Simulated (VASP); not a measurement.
# CsH (I4mm) in VASP: notebook

The runs below take CsH through single point, with LDA.

All numbers are computed with VASP 6.6.1; they aren't measurements. Logs are shortened: lines on timing, memory, paths and dates and some standing lists are left out, and cuts for length are marked.

## (1) The cell of the first run

It takes space group I4mm (No. 107, tetragonal). Conventional cell: a = 4.509 Å, b = 4.509 Å, c = 6.376 Å, α = 90.00°, β = 90.00°, γ = 90.00°. Within 3.8 Å of Cs (site symmetry 4mm) lie 6 H at 2.88 to 3.50 Å. Within 3.8 Å of H (site symmetry 4mm) lie 6 Cs at 2.88 to 3.50 Å.

## (2) Single point, LDA (all Cs atoms moved +0.312 Å, as atom 1 along Cartesian [0 0 1])

INCAR reads:

```
SYSTEM = CsH
PREC = Accurate ; ENCUT = 520
EDIFF = 1E-6 ; ISMEAR = 0
SIGMA = 0.05 ; LREAL = .FALSE.
LASPH = .TRUE. ; NELM = 80
ALGO = Normal ; ISIF = 2
LWAVE = .FALSE. ; LCHARG = .FALSE.
NBANDS = 12
```

KPOINTS reads:

```
regular mesh
0
G
  8 8 8
  0 0 0
```

POSCAR reads:

```
CsH
1.0
    0.0000000000      3.1880000000      3.1880000000
    3.1880000000      0.0000000000      3.1880000000
    3.1880000000      3.1880000000      0.0000000000
Cs H
1 1
Direct
    0.0490119197      0.0490119197     -0.0490119197
    0.5000000000      0.5000000000      0.5000000000
```

Potentials or basis: VASP PAW LDA potentials, release 64 (Cs_sv, H).

On the command line:

```bash
$ cat potpaw_LDA.64/Cs_sv/POTCAR potpaw_LDA.64/H/POTCAR > POTCAR
$ mpirun -np 1 vasp_std > vasp.out
```

OUTCAR:

```text
SYSTEM = CsH
   PREC = Accurate
   ENCUT = 520
   EDIFF = 1E-6
   ISMEAR = 0
   LREAL = .FALSE.
   LASPH = .TRUE.
   NELM = 80
   ISIF = 2

 ion  position               nearest neighbor table
   1  0.049  0.049  0.951-
   2  0.500  0.500  0.500-

  LATTYP: Found a face centered cubic cell.
 ALAT       =     6.3760000000

  Lattice vectors:

 A1 = (   0.0000000000,   3.1880000000,   3.1880000000)
 A2 = (   3.1880000000,   0.0000000000,   3.1880000000)
 A3 = (   3.1880000000,   3.1880000000,   0.0000000000)

Analysis of symmetry for initial positions (statically):
=====================================================================
 Subroutine PRICEL returns:
 Original cell was already a primitive cell.

 Routine SETGRP: Setting up the symmetry group for a
 face centered cubic supercell.

 Subroutine GETGRP returns: Found  8 space group operations
 (whereof  8 operations were pure point group operations)
 out of a pool of 48 trial point group operations.

The static configuration has the point symmetry C_4v.

Analysis of symmetry for dynamics (positions and initial velocities):
=====================================================================
 Subroutine PRICEL returns:
 Original cell was already a primitive cell.

 Routine SETGRP: Setting up the symmetry group for a
 face centered cubic supercell.

 Subroutine GETGRP returns: Found  8 space group operations
 (whereof  8 operations were pure point group operations)
 out of a pool of 48 trial point group operations.

The dynamic configuration has the point symmetry C_4v.

 Subroutine INISYM returns: Found  8 space group operations
 (whereof  8 operations are pure point group operations),
 and found     1 'primitive' translations

----------------------------------------------------------------------------------------

                                     Primitive cell

  volume of cell :      64.8015

  direct lattice vectors                    reciprocal lattice vectors
     0.000000000  3.188000000  3.188000000    -0.156838143  0.156838143  0.156838143
     3.188000000  0.000000000  3.188000000     0.156838143 -0.156838143  0.156838143
     3.188000000  3.188000000  0.000000000     0.156838143  0.156838143 -0.156838143

  length of vectors
     4.508512837  4.508512837  4.508512837     0.271651632  0.271651632  0.271651632

  position of ions in fractional coordinates (direct lattice)
     0.049011920  0.049011920  0.950988080
     0.500000000  0.500000000  0.500000000

  ion indices of the primitive-cell ions
   primitive index   ion index
                 1           1
                 2           2

----------------------------------------------------------------------------------------

 KPOINTS: regular mesh

Automatic generation of k-mesh.
 Grid dimensions read from file:
 generate k-points for:    8    8    8

 Generating k-lattice:

  Cartesian coordinates                     Fractional coordinates (reciprocal lattice)
    -0.019604768  0.019604768  0.019604768     0.125000000  0.000000000  0.000000000
     0.019604768 -0.019604768  0.019604768     0.000000000  0.125000000  0.000000000
     0.019604768  0.019604768 -0.019604768     0.000000000  0.000000000  0.125000000

  Length of vectors
     0.033956454  0.033956454  0.033956454

  Shift w.r.t. Gamma in fractional coordinates (k-lattice)
     0.000000000  0.000000000  0.000000000

 Subroutine IBZKPT returns following result:
 ===========================================

 Found     59 irreducible k-points:

 Following reciprocal coordinates:
            Coordinates               Weight
  0.000000  0.000000  0.000000      1.000000
  0.125000  0.000000  0.000000      8.000000
  0.250000  0.000000  0.000000      8.000000
  0.375000  0.000000  0.000000      8.000000
  0.500000  0.000000  0.000000      4.000000
  0.125000  0.125000  0.000000      2.000000
[... 16 lines left out ...]
  0.000000  0.375000  0.250000     16.000000
  0.500000  0.250000  0.000000      8.000000
 [... further k-points ...]
   k-points           NKPTS =     59   k-points in BZ     NKDIM =     59   number of bands    NBANDS=     12
   number of dos      NEDOS =    301   number of ions     NIONS =      2
   total plane-waves  NPLWV =  46656
   dimension x,y,z NGX =    36 NGY =   36 NGZ =   36
   dimension x,y,z NGXF=    72 NGYF=   72 NGZF=   72
   ions per type =               1   1
   NGX,Y,Z   is equivalent  to a cutoff of  13.27, 13.27, 13.27 a.u.
   NGXF,Y,Z  is equivalent  to a cutoff of  26.55, 26.55, 26.55 a.u.
 SYSTEM =  CsH
   PREC   = accura    normal or accurate (medium, high low for compatibility)
   ISTART =      0    job   : 0-new  1-cont  2-samecut
   ICHARG =      2    charge: 1-file 2-atom 10-const
   ISPIN  =      1    spin polarized calculation?
   LNONCOLLINEAR =      F non collinear calculations
   LSORBIT =      F    spin-orbit coupling
   LASPH  =      T    aspherical Exc in radial PAW
   ENCUT  =  520.0 eV  38.22 Ry    6.18 a.u.   8.38  8.38  8.38*2*pi/ulx,y,z
   NELM   =     80;   NELMIN=  2; NELMDL= -5     # of ELM steps
   EDIFF  = 0.1E-05   stopping-criterion for ELM
   LREAL  =      F    real-space projection
   EDIFFG = 0.1E-04   stopping-criterion for IOM
   NSW    =      0    number of steps for IOM
   IBRION =     -1    ionic relax: 0-MD 1-quasi-New 2-CG
   NFREE  =      0    steps in history (QN), initial steepest desc. (CG)
   ISIF   =      2    stress and relaxation
   ISYM   =      2    0-nonsym 1-usesym 2-fastsym
   POTIM  = 0.5000    time-step for ionic-motion
   TEBEG  =    0.0;   TEEND  =   0.0 temperature during run
   PSTRESS=    0.0 pullay stress
   NELECT =      10.0000    total number of electrons
   NUPDOWN=      -1.0000    fix difference up-down
   EMIN   =  10.00;   EMAX   =-10.00  energy-range for DOS
   EFERMI =   0.00;   METHOD = LEGACY
   ISMEAR =     0;   SIGMA  =   0.05  broadening in eV -4-tet -1-fermi 0-gaus
   EFERMI_NEDOS =   21; number of points for ismear=-14 and -15
   IALGO  =     38    algorithm
   IMIX   =      4    mixing-type and parameters
     AMIX     =   0.40;   BMIX     =  1.00
     AMIX_MAG =   1.60;   BMIX_MAG =  1.00
  volume/ion in A,a.u.               =      32.40       218.65
  Fermi-wavevector in a.u.,A,eV,Ry     =   0.878105  1.659378 10.491026  0.771069
  Thomas-Fermi vector in A             =   1.998146
   LORBIT       =      0    0 simple, 1 ext, 2 COOP (PROOUT), +10 PAW based schemes
   GGA     = CA    functional components
   LHFCALC =     F    Hartree Fock is set to
   AEXX    =    0.0000 exact exchange contribution
   IVDW    =     0    specifies the selected vdW correction
   LEPSILON=     F    determine dielectric tensor
   LRPA    =     F    only Hartree local field effects (RPA)
 non-spin polarized calculation
 Gauss-broadening in eV      SIGMA  =   0.05
  energy-cutoff  :      520.00
  volume of cell :       64.80
 maximum number of plane-waves:      1807
 NGX is ok and might be reduce to    36
   NGX = 17   NGY = 17   NGZ = 17

 number of electron      10.0000001 magnetization

 Free energy of the ion-electron system (eV)
  ---------------------------------------------------
  ext. energy  EPLUGINS =         0.00000000
  ---------------------------------------------------
  free energy    TOTEN  =        -4.86606392 eV

  energy without entropy =       -4.86606392  energy(sigma->0) =       -4.86606392

 E-fermi :   0.2997     XC(G=0):  -7.5214

 val. band max:       -0.0047940051   @ k =   0.5000   0.0000   0.0000
 cond. band min:       2.0230741863   @ k =   0.5000   0.0000   0.0000
 fundamental gap:      2.0278681913
 Fermi energy:         0.2996738954

 k-point     1 :       0.0000    0.0000    0.0000
  band No.  band energies     occupation
      1     -21.4017      2.00000
      2      -7.8536      2.00000
      3      -7.8536      2.00000
      4      -7.8519      2.00000
      5      -1.8240      2.00000
      6       4.9991      0.00000
      7       4.9991      0.00000
      8       5.0201      0.00000
      9       5.5556      0.00000
     10       6.8245      0.00000
     11       6.8308      0.00000
     12       8.5344      0.00000

 k-point     2 :       0.1250    0.0000    0.0000
  band No.  band energies     occupation
      1     -21.3901      2.00000
      2      -8.0021      2.00000
      3      -7.8682      2.00000
      4      -7.8664      2.00000
      5      -1.5724      2.00000
      6       4.4486      0.00000
      7       5.0845      0.00000
      8       5.1160      0.00000
      9       5.4659      0.00000
     10       6.5137      0.00000
     11       6.6168      0.00000
     12       9.2212      0.00000

 k-point     3 :       0.2500    0.0000    0.0000
  band No.  band energies     occupation
      1     -21.3618      2.00000
      2      -8.3277      2.00000
      3      -7.9032      2.00000
      4      -7.9005      2.00000
      5      -0.9716      2.00000
      6       3.3642      0.00000
      7       4.9721      0.00000
      8       5.0591      0.00000
      9       5.7842      0.00000
     10       6.5905      0.00000
     11       6.6355      0.00000
     12      10.6881      0.00000
[... 286 lines left out ...]
 k-point    23 :       0.0000    0.3750    0.2500
  band No.  band energies     occupation
      1     -21.3261      2.00000
      2      -8.4552      2.00000
      3      -8.0694      2.00000
      4      -8.0414      2.00000
      5      -0.8451      2.00000
      6       3.3390      0.00000
      7       4.0143      0.00000
      8       5.8396      0.00000
      9       6.3917      0.00000
     10       7.5871      0.00000
     11       8.0017      0.00000
     12      10.5487      0.00000

 k-point    24 :       0.5000    0.2500    0.0000
  band No.  band energies     occupation
      1     -21.3084      2.00000
      2      -8.5623      2.00000
      3      -8.1776      2.00000
      4      -8.0465      2.00000
      5      -0.6016      2.00000
      6       3.0373      0.00000
      7       4.2128      0.00000
      8       5.6346      0.00000
      9       6.6271      0.00000
     10       8.4106      0.00000
     11       8.6552      0.00000
     12       9.3122      0.00000

 [... further k-points ...]

------------------------ aborting loop because EDIFF is reached ----------------------------------------

  FORCE on cell =-STRESS in cart. coord.  units (eV):
  Direction    XX          YY          ZZ          XY          YZ          ZX
  --------------------------------------------------------------------------------------
  -------------------------------------------------------------------------------------
  Total       -0.5423789     -0.5423789     -0.1503479      0.0000000     -0.0000000      0.0000000
  in kB      -13.4099894    -13.4099894     -3.7172597      0.0000000     -0.0000000      0.0000000
  external PRESSURE =     -10.1790795 kB  Pullay stress =       0.0000000 kB

 VOLUME and BASIS-vectors are now :
 -----------------------------------------------------------------------------
  energy-cutoff  :      520.00
  volume of cell :       64.80
      direct lattice vectors                 reciprocal lattice vectors
     0.000000000  3.188000000  3.188000000    -0.156838143  0.156838143  0.156838143
     3.188000000  0.000000000  3.188000000     0.156838143 -0.156838143  0.156838143
     3.188000000  3.188000000  0.000000000     0.156838143  0.156838143 -0.156838143

 POSITION                                       TOTAL-FORCE (eV/Angst)
 -----------------------------------------------------------------------------------
      3.18800      3.18800      0.31250         0.000000      0.000000     -0.185797
      3.18800      3.18800      3.18800         0.000000      0.000000      0.185797
 -----------------------------------------------------------------------------------
    total drift:                                0.000000      0.000000      0.000070

  FREE ENERGIE OF THE ION-ELECTRON SYSTEM (eV)
  ---------------------------------------------------
  free  energy   TOTEN  =        -4.8660639195 eV

  energy  without entropy=       -4.8660639195  energy(sigma->0) =       -4.86606392
```

Wall time 36 s (1 thread of AMD EPYC 7R13 (Zen 3), shared host); peak memory 0.17 GiB.

Results:

| Item | Value |
| --- | --- |
| Free energy | -4.8661 eV |
| Pressure | -1.0 GPa |
| Largest force | 0.186 eV/Å |
| Band gap on the k mesh | 2.03 eV |

Forces on the atoms (eV/Å):
```
Cs   0.000  0.000 -0.186
H    0.000  0.000  0.186
```

Caveat: the cell differs from its parent crystal (all Cs atoms moved +0.312 Å, as atom 1 along Cartesian [0 0 1]); spin-orbit coupling is left out, which moves the levels of the heavy elements.

## (3) Single point, LDA (all Cs atoms moved +0.188 Å, as atom 1 along Cartesian [0 0 1])

INCAR reads:

```
PREC = Accurate
ENCUT = 520
EDIFF = 1E-6
ISMEAR = 0
SIGMA = 0.05
LREAL = False
LASPH = True
NELM = 80
ALGO = Normal
ISIF = 2
LWAVE = False
LCHARG = False
GGA = CA
NBANDS = 12
```

KPOINTS reads:

```
regular mesh
0
Gamma
  8 8 8
```

Edit POSCAR of step 2 so:

```diff
@@ -8,3 +8,3 @@
 Direct
-    0.0490119197      0.0490119197     -0.0490119197
+    0.0294071518      0.0294071518     -0.0294071518
     0.5000000000      0.5000000000      0.5000000000
```

Potentials or basis: VASP PAW LDA potentials, release 64 (Cs_sv, H).

On the command line:

```bash
$ cat potpaw_LDA.64/Cs_sv/POTCAR potpaw_LDA.64/H/POTCAR > POTCAR
$ mpirun -np 1 vasp_std > vasp.out
```

OUTCAR:

```text
PREC = Accurate
   ENCUT = 520
   EDIFF = 1E-6
   ISMEAR = 0
   LREAL = False
   LASPH = True
   NELM = 80
   ISIF = 2
   GGA = CA

 ion  position               nearest neighbor table
   1  0.029  0.029  0.971-
   2  0.500  0.500  0.500-

  LATTYP: Found a face centered cubic cell.
 ALAT       =     6.3760000000

  Lattice vectors:

 A1 = (   0.0000000000,   3.1880000000,   3.1880000000)
 A2 = (   3.1880000000,   0.0000000000,   3.1880000000)
 A3 = (   3.1880000000,   3.1880000000,   0.0000000000)

Analysis of symmetry for initial positions (statically):
=====================================================================
 Subroutine PRICEL returns:
 Original cell was already a primitive cell.

 Routine SETGRP: Setting up the symmetry group for a
 face centered cubic supercell.

 Subroutine GETGRP returns: Found  8 space group operations
 (whereof  8 operations were pure point group operations)
 out of a pool of 48 trial point group operations.

The static configuration has the point symmetry C_4v.

Analysis of symmetry for dynamics (positions and initial velocities):
[... 175 lines left out ...]
      5      -1.8334      2.00000
      6       5.0086      0.00000
      7       5.0086      0.00000
      8       5.0162      0.00000
      9       5.6473      0.00000
     10       6.8176      0.00000
     11       6.8277      0.00000
     12       8.5407      0.00000
[... 331 lines left out ...]
 k-point    24 :       0.5000    0.2500    0.0000
  band No.  band energies     occupation
      1     -21.3179      2.00000
      2      -8.5640      2.00000
      3      -8.1840      2.00000
      4      -8.0523      2.00000
      5      -0.6164      2.00000
      6       3.0428      0.00000
      7       4.2306      0.00000
      8       5.6293      0.00000
      9       6.6082      0.00000
     10       8.4031      0.00000
     11       8.6545      0.00000
     12       9.2514      0.00000

 [... further k-points ...]

------------------------ aborting loop because EDIFF is reached ----------------------------------------

  FORCE on cell =-STRESS in cart. coord.  units (eV):
  Direction    XX          YY          ZZ          XY          YZ          ZX
  --------------------------------------------------------------------------------------
  -------------------------------------------------------------------------------------
  Total       -0.5153895     -0.5153895     -0.3753543      0.0000000     -0.0000000      0.0000000
  in kB      -12.7426922    -12.7426922     -9.2804069      0.0000000     -0.0000000      0.0000000
  external PRESSURE =     -11.5885971 kB  Pullay stress =       0.0000000 kB

 VOLUME and BASIS-vectors are now :
 -----------------------------------------------------------------------------
  energy-cutoff  :      520.00
  volume of cell :       64.80
      direct lattice vectors                 reciprocal lattice vectors
     0.000000000  3.188000000  3.188000000    -0.156838143  0.156838143  0.156838143
     3.188000000  0.000000000  3.188000000     0.156838143 -0.156838143  0.156838143
     3.188000000  3.188000000  0.000000000     0.156838143  0.156838143 -0.156838143

 POSITION                                       TOTAL-FORCE (eV/Angst)
 -----------------------------------------------------------------------------------
      3.18800      3.18800      0.18750         0.000000      0.000000     -0.095042
      3.18800      3.18800      3.18800         0.000000      0.000000      0.095042
 -----------------------------------------------------------------------------------
    total drift:                               -0.000000     -0.000000      0.000162

  FREE ENERGIE OF THE ION-ELECTRON SYSTEM (eV)
  ---------------------------------------------------
  free  energy   TOTEN  =        -4.8832759713 eV

  energy  without entropy=       -4.8832759713  energy(sigma->0) =       -4.88327597
```

stdout:

```text
POSCAR found type information on POSCAR CsH
 POSCAR found :  2 types and       2 ions
 scaLAPACK will be used
 LDA part: xc-table for (Slater(with rela. corr.)+CA(PZ))
 , standard interpolation
 POSCAR, INCAR and KPOINTS ok, starting setup
 FFT: planning ... GRIDC
 FFT: planning ... GRID_SOFT
 FFT: planning ... GRID
 WAVECAR not read
 entering main loop
```

Run time: 33 s. Hardware: 1 thread of AMD EPYC 7R13 (Zen 3), shared host; peak memory 0.16 GiB.

What came out:

```
Free energy            : -4.8833 eV
Pressure               : -1.2 GPa
Largest force          : 0.095 eV/Å
Band gap on the k mesh : 1.97 eV
```

Forces in eV/Å, atoms in the order of the input:
```
Cs   0.000  0.000 -0.095
H    0.000  0.000  0.095
```

Stress tensor (GPa, compression positive):
```
-1.27  0.00  0.00
 0.00 -1.27  0.00
 0.00  0.00 -0.93
```

Caveat: the cell differs from its parent crystal (all Cs atoms moved +0.188 Å, as atom 1 along Cartesian [0 0 1]); spin-orbit coupling is left out, which moves the levels of the heavy elements. A k mesh can miss the band edges.
